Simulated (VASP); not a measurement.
Runs of VASP 6.6.1 on Pt. The structure is that of space group P6/mmm (No. 191), or close to it. The cells are those of the table. This isn't the form of Pt at room conditions, which is fcc.

```csv
task,spin,cell,k mesh,cutoff (eV),smearing,gap on the mesh (eV),pressure (GPa),moment (μB)
single point,collinear,"a = 4.377, b = 4.377, c = 2.608 Å, angles 90.0, 90.0, 120.0°, 3 atoms",11 × 11 × 15,520,fermi-dirac 0.05 eV,none,(a),0.01
single point,collinear,"a = 4.440, b = 4.440, c = 2.645 Å, angles 90.0, 90.0, 120.0°, 3 atoms",11 × 11 × 15,520,fermi-dirac 0.05 eV,none,12.2,0.04
single point,collinear,"a = 4.501, b = 4.501, c = 2.681 Å, angles 90.0, 90.0, 120.0°, 3 atoms",8 × 8 × 12,520,fermi-dirac 0.05 eV,none,0.4,(b)
relaxation of cell and atoms,off,"relaxed from a = 4.402, b = 4.402, c = 2.698 Å, angles 90.0, 90.0, 120.0°, 3 atoms",8 × 8 × 12,600,fermi-dirac 0.1 eV,none,0.0,-
single point,off,"a = 4.501, b = 4.501, c = 2.682 Å, angles 90.0, 90.0, 120.0°, 3 atoms",11 × 11 × 15,520,fermi-dirac 0.1 eV,none,0.5,-
```

Alike in all rows: level r2SCAN; potentials or basis VASP PAW PBE potentials, release 64 (Pt).

**Question.** Estimate the missing entries.

**Answer.** (a) 27.6; (b) 0.00.

Caveats: the PAW data sets were made with another functional, which shifts forces and pressure a little; spin-orbit coupling is left out, which moves the levels of the heavy elements; the cell stands under pressure (at least some runs).

A k mesh can miss the band edges, and the runs leave out spin-orbit coupling on Pt.

A gap of «none» marks levels without a gap at the run's occupations.
